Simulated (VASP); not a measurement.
# Bi2Se3 (Paraguanajuatite) (R-3m) in VASP: single point with PBE+D4

Aim: the single point of Bi2Se3 (Paraguanajuatite) with PBE+D4.

All numbers are computed with VASP 6.6.1; they aren't measurements. Logs are shortened: lines on timing, memory, paths and dates and some standing lists are left out, and cuts for length are marked.

### 1 The cell of the first run

It takes space group R-3m (No. 166, trigonal). Conventional cell: a = 4.143 Å, b = 4.143 Å, c = 28.636 Å, α = 90.00°, β = 90.00°, γ = 120.00°. Bi (site symmetry 3m) has 6 Se at 2.85 to 3.07 Å within 3.8 Å. Se (site symmetry -3m) has 6 Bi at 3.07 Å within 4.0 Å. Within 3.8 Å of Se (site symmetry 3m) lie 3 Bi at 2.85 Å and 3 Se at 3.52 Å.

### 2 Single point, PBE+D4

The input, INCAR:

```
SYSTEM = Bi2Se3
PREC     = Accurate       ! precision mode
ENCUT    = 520            ! plane-wave cutoff, eV
EDIFF    = 1E-7           ! SCF threshold, eV
ISMEAR   = 0              ! smearing method
SIGMA    = 0.01           ! smearing width, eV
LREAL    = .FALSE.        ! projectors in reciprocal space
LASPH    = .TRUE.         ! aspherical terms in the spheres
NELM     = 60             ! most SCF steps
ALGO     = Normal         ! electronic algorithm
ISIF     = 2              ! what is computed and relaxed
LWAVE    = .FALSE.        ! write WAVECAR
LCHARG   = .TRUE.         ! write CHGCAR
GGA      = PE             ! functional
IVDW     = 13             ! dispersion correction
LELF     = .TRUE.         ! ELF
LVHAR    = .TRUE.       
NBANDS   = 32             ! bands
```

The input, KPOINTS:

```
regular mesh
0
G
  6 6 6
  0 0 0
```

The input, POSCAR:

```
Bi2Se3
1.0
    2.0715000000      1.1959810800      9.5453333300
   -2.0715000000      1.1959810800      9.5453333300
    0.0000000000     -2.3919621700      9.5453333300
Bi Se
2 3
Direct
    0.4008000000      0.4008000000      0.4008000000
    0.5992000000      0.5992000000      0.5992000000
    0.0000000000      0.0000000000      0.0000000000
    0.2117000000      0.2117000000      0.2117000000
    0.7883000000      0.7883000000      0.7883000000
```

Potentials or basis: VASP PAW PBE potentials, release 64 (Bi_d, Se).

The run is started by

```console
$ cat potpaw_PBE.64/Bi_d/POTCAR potpaw_PBE.64/Se/POTCAR > POTCAR
$ mpirun -np 1 vasp_std > vasp.out
```

OUTCAR:

```text
SYSTEM = Bi2Se3
   PREC = Accurate
   ENCUT = 520
   EDIFF = 1E-7
   ISMEAR = 0
   LREAL = .FALSE.
   LASPH = .TRUE.
   NELM = 60
   ISIF = 2
   GGA = PE
   IVDW = 13

 ion  position               nearest neighbor table
   1  0.401  0.401  0.401-   5 2.85   5 2.85   5 2.85   3 3.07   3 3.07   3 3.07
   2  0.599  0.599  0.599-   4 2.85   4 2.85   4 2.85   3 3.07   3 3.07   3 3.07
   3  0.000  0.000  0.000-   2 3.07   2 3.07   1 3.07   1 3.07   2 3.07   1 3.07
   4  0.212  0.212  0.212-   2 2.85   2 2.85   2 2.85
   5  0.788  0.788  0.788-   1 2.85   1 2.85   1 2.85

  LATTYP: Found a trigonal (rhomboedric) cell.
 ALAT       =     9.8404710952
 COS(alpha) =     0.9113725832

  Lattice vectors:

 A1 = (   2.0715000000,   1.1959810800,   9.5453333300)
 A2 = (  -2.0715000000,   1.1959810800,   9.5453333300)
 A3 = (   0.0000000000,  -2.3919621700,   9.5453333300)

Analysis of symmetry for initial positions (statically):
=====================================================================
 Subroutine PRICEL returns:
 Original cell was already a primitive cell.

 Routine SETGRP: Setting up the symmetry group for a
 trigonal (rhombohedral) supercell.

 Subroutine GETGRP returns: Found 12 space group operations
 (whereof 12 operations were pure point group operations)
 out of a pool of 12 trial point group operations.

The static configuration has the point symmetry D_3d.

Analysis of symmetry for dynamics (positions and initial velocities):
=====================================================================
 Subroutine PRICEL returns:
 Original cell was already a primitive cell.

 Routine SETGRP: Setting up the symmetry group for a
 trigonal (rhombohedral) supercell.

 Subroutine GETGRP returns: Found 12 space group operations
 (whereof 12 operations were pure point group operations)
 out of a pool of 12 trial point group operations.

The dynamic configuration has the point symmetry D_3d.

 Subroutine INISYM returns: Found 12 space group operations
 (whereof 12 operations are pure point group operations),
 and found     1 'primitive' translations

----------------------------------------------------------------------------------------

                                     Primitive cell

  volume of cell :     141.8899

  direct lattice vectors                    reciprocal lattice vectors
[... 94 lines left out ...]
   LREAL  =      F    real-space projection
   EDIFFG = 0.1E-05   stopping-criterion for IOM
   NSW    =      0    number of steps for IOM
   IBRION =     -1    ionic relax: 0-MD 1-quasi-New 2-CG
   NFREE  =      0    steps in history (QN), initial steepest desc. (CG)
   ISIF   =      2    stress and relaxation
   ISYM   =      2    0-nonsym 1-usesym 2-fastsym
   POTIM  = 0.5000    time-step for ionic-motion
   TEBEG  =    0.0;   TEEND  =   0.0 temperature during run
   PSTRESS=    0.0 pullay stress
   NELECT =      48.0000    total number of electrons
   NUPDOWN=      -1.0000    fix difference up-down
   EMIN   =  10.00;   EMAX   =-10.00  energy-range for DOS
   EFERMI =   0.00;   METHOD = LEGACY
   ISMEAR =     0;   SIGMA  =   0.01  broadening in eV -4-tet -1-fermi 0-gaus
   EFERMI_NEDOS =   21; number of points for ismear=-14 and -15
   IALGO  =     38    algorithm
   IMIX   =      4    mixing-type and parameters
     AMIX     =   0.40;   BMIX     =  1.00
     AMIX_MAG =   1.60;   BMIX_MAG =  1.00
  volume/ion in A,a.u.               =      28.38       191.50
  Fermi-wavevector in a.u.,A,eV,Ry     =   1.140700  2.155610 17.703848  1.301196
  Thomas-Fermi vector in A             =   2.277401
   LORBIT       =      0    0 simple, 1 ext, 2 COOP (PROOUT), +10 PAW based schemes
   GGA     = PE    functional components
   LHFCALC =     F    Hartree Fock is set to
   AEXX    =    0.0000 exact exchange contribution
   IVDW    =    13    specifies the selected vdW correction
   LEPSILON=     F    determine dielectric tensor
   LRPA    =     F    only Hartree local field effects (RPA)
 non-spin polarized calculation
 Gauss-broadening in eV      SIGMA  =   0.01
  energy-cutoff  :      520.00
  volume of cell :      141.89
 maximum number of plane-waves:      3848
 NGX is ok and might be reduce to    80
   NGX = 37   NGY = 37   NGZ = 37

 number of electron      47.9999997 magnetization

 Free energy of the ion-electron system (eV)
  ---------------------------------------------------
  ext. energy  EPLUGINS =         0.00000000
  ---------------------------------------------------
  free energy    TOTEN  =       -20.15623984 eV

  energy without entropy =      -20.15623984  energy(sigma->0) =      -20.15623984

 E-fermi :   5.0861     XC(G=0):  -9.4972

 val. band max:        4.9661921987   @ k =   0.0000   0.0000   0.0000
 cond. band min:       5.1845956771   @ k =   0.0000   0.0000   0.0000
 fundamental gap:      0.2184034784
 Fermi energy:         5.0860505324

 k-point     1 :       0.0000    0.0000    0.0000
  band No.  band energies     occupation
      1     -18.1613      2.00000
      2     -18.1613      2.00000
      3     -18.1595      2.00000
      4     -18.1595      2.00000
      5     -18.1529      2.00000
      6     -18.1504      2.00000
[... 829 lines left out ...]
     31       9.9028      0.00000
     32      11.4620      0.00000

 [... further k-points ...]

------------------------ aborting loop because EDIFF is reached ----------------------------------------

  DFT-D4 for vdW energy calculation

  Edisp (eV):   -2.19748

  FORCE on cell =-STRESS in cart. coord.  units (eV):
  Direction    XX          YY          ZZ          XY          YZ          ZX
  --------------------------------------------------------------------------------------
  -------------------------------------------------------------------------------------
  Total       0.11247     0.11247     0.08288     0.00000    -0.00000     0.00000
  in kB       1.27001     1.27001     0.93585     0.00000    -0.00000     0.00000
  external pressure =        1.16 kB  Pullay stress =        0.00 kB

 VOLUME and BASIS-vectors are now :
 -----------------------------------------------------------------------------
  energy-cutoff  :      520.00
  volume of cell :      141.89
      direct lattice vectors                 reciprocal lattice vectors
     2.071500000  1.195981080  9.545333330     0.241370987  0.139355604  0.034921078
    -2.071500000  1.195981080  9.545333330    -0.241370987  0.139355604  0.034921078
     0.000000000 -2.391962170  9.545333330     0.000000000 -0.278711209  0.034921078

 POSITION                                       TOTAL-FORCE (eV/Angst)
 -----------------------------------------------------------------------------------
      0.00000     -0.00000     11.47731         0.000000      0.000000     -0.200566
      0.00000     -0.00000     17.15869         0.000000     -0.000000      0.200566
      0.00000      0.00000      0.00000         0.000000      0.000000      0.000000
      0.00000     -0.00000      6.06224         0.000000      0.000000     -0.189820
      0.00000     -0.00000     22.57376         0.000000     -0.000000      0.189820
 -----------------------------------------------------------------------------------
    total drift:                                0.000000      0.000000     -0.000000

  FREE ENERGIE OF THE ION-ELECTRON SYSTEM (eV)
  ---------------------------------------------------
  free  energy   TOTEN  =       -22.3537220226 eV

  energy  without entropy=      -22.3537220226  energy(sigma->0) =      -22.35372202
```

It took 44 min on 1 thread of AMD EPYC 7R13, shared host; peak memory 0.94 GiB.

Results:

```
Free energy                : -22.3537 eV
Pressure                   : 0.1 GPa
Largest force              : 0.201 eV/Å
Band gap on the k mesh     : 0.22 eV, direct
Dispersion energy per atom : -0.439 eV
```

Forces on the atoms (eV/Å):
```
Bi   0.000  0.000 -0.201
Bi   0.000  0.000  0.201
Se   0.000  0.000  0.000
Se   0.000  0.000 -0.190
Se   0.000  0.000  0.190
```

Levels at points of the mesh, in eV from the valence-band top:
```csv
k point,band 20,band 21,band 22,band 23,band 24,band 25,band 26,band 27,band 28,band 29
"(0.00, 0.00, 0.00)",-1.87,-1.87,-1.21,-1.21,0.00,0.22,1.40,1.40,2.13,2.72
"(0.50, 0.00, 0.00)",-3.02,-2.99,-2.15,-1.24,-0.56,0.84,1.93,2.96,3.15,4.09
"(0.50, 0.50, 0.00)",-2.58,-1.89,-1.88,-1.64,-1.00,1.34,1.95,2.60,2.99,3.52
"(0.50, 0.50, 0.50)",-1.63,-1.55,-1.38,-1.38,-0.44,0.63,1.70,1.70,2.06,2.38
```

Caveat: spin-orbit coupling is left out, which moves the levels of the heavy elements.
